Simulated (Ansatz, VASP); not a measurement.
Two plane-wave programs on TePb

Contents of POSCAR:

```
TePb
1.0
    4.4980498861      0.0000000000      0.0000000000
   -2.2490249431      3.8954254689      0.0000000000
    0.0000000000      0.0000000000      7.8456999536
Pb Te
2 2
Direct
    0.0000000000      0.0000000000      0.0000000000
    0.0000000000      0.0000000000      0.5000000000
    0.3333333333      0.6666666667      0.2500000000
    0.6666666667      0.3333333333      0.7500000000
```

The input INCAR.step1:

```
SYSTEM = TePb
PREC = Accurate
ENCUT = 520
ISMEAR = -1
SIGMA = 0.02
LREAL = .FALSE.
LASPH = .TRUE.
NELM = 60
NBANDS = 28
GGA = PE
ALGO = Normal
EDIFF = 1E-4
LWAVE = .TRUE.
LCHARG = .FALSE.
```

INCAR.step2

```
SYSTEM = TePb
PREC = Accurate
ENCUT = 520
EDIFF = 1E-6
ISMEAR = -1
SIGMA = 0.02
LREAL = .FALSE.
LASPH = .TRUE.
NELM = 60
ALGO = Normal
ISIF = 2
LWAVE = .FALSE.
LCHARG = .TRUE.
METAGGA = R2SCAN
LMIXTAU = .TRUE.
LELF = .TRUE.
LVHAR = .TRUE.
NBANDS = 28
ISTART = 1
```

KPOINTS

```
Automatic mesh
0
G
  6 6 4
  0 0 0
```

Input for Ansatz:

```yaml
crystal:
  lattice:
    - [4.4980498861, 0.0, 0.0]
    - [-2.2490249431, 3.8954254689, 0.0]
    - [0.0, 0.0, 7.8456999536]
  atoms:
    - { symbol: Pb, position: [0.0, 0.0, 0.0] }
    - { symbol: Pb, position: [0.0, 0.0, 0.5] }
    - { symbol: Te, position: [0.3333333333, 0.6666666667, 0.25] }
    - { symbol: Te, position: [0.6666666667, 0.3333333333, 0.75] }
kpoints:
  mp_grid: { grid: [6, 6, 4] }
hamiltonian:
  xc: r2scan
scf:
  occupations: { method: fermi_dirac, width: 0.02 }
  n_extra_bands: 5
output:
  forces: true
  stress: true
  eigenvalues: true
```

Alike in both runs: task single point; functional r2SCAN; k mesh 6 × 6 × 4; occupations fermi-dirac, width 0.02 eV; no spin polarisation.

|  | VASP | Ansatz |
| --- | --- | --- |
| version | VASP 6.6.1 | Ansatz 0.2.0 |
| potentials or method | VASP PAW PBE potentials, release 64 (Pb_d, Te) | plane waves, PAW |
| plane-wave cutoff (eV) | 520 | 500 |
| valence electrons in the cell | 40 | 60 |

Ansatz gave:

| Property | Result |
| --- | --- |
| pressure (GPa) | 1.4 |
| traceless stress, the component that is largest in VASP (GPa) | 0.17 |

Which values does VASP return?

Pressure (GPa): 1.3; traceless stress, the component that is largest in VASP (GPa): 0.17.

VASP's potentials were made for PBE, not for r2SCAN. VASP's potentials hold 40 valence electrons a cell and Ansatz's 60, so a difference there can come from the potentials and not from the codes.

Neither program's run includes spin-orbit coupling.
